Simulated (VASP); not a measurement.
A run of VASP 6.6.1 is set up as follows.

The input INCAR:

```
ALGO = Normal ; EDIFF = 1E-6
ENCUT = 520 ; GGA = PE
GGA_COMPAT = F ; ISIF = 2
ISMEAR = 0 ; LASPH = T
LCHARG = F ; LMAXMIX = 4
LORBIT = 11 ; LORBMOM = T
LREAL = F ; LSORBIT = T
LWAVE = F ; MAGMOM = 0 0 0
NBANDS = 23 ; NELM = 150
PREC = Accurate ; SIGMA = 0.05
```

The input KPOINTS:

```
k-points
0
Gamma
  18 18 18
```

File POSCAR:

```
Ti
1.0
    0.0000000000      2.0562269165      2.0562269165
    2.0562269165      0.0000000000      2.0562269165
    2.0562269165      2.0562269165      0.0000000000
Ti
1
Direct
    0.0000000000      0.0000000000      0.0000000000
```

Potentials or basis: VASP PAW PBE potentials, release 64 (Ti_sv).

The run is started by

```bash
$ cat potpaw_PBE.64/Ti_sv/POTCAR > POTCAR
$ mpirun -np 1 vasp_ncl > vasp.out
```

Q: What does it give for the net moment?

A: 0.00 μB per cell.

Q: Predict the pressure.

A: -0.4 GPa.

Moments on the atoms (μB; x, y, z):
```
Ti  0.00 0.00 0.00
```
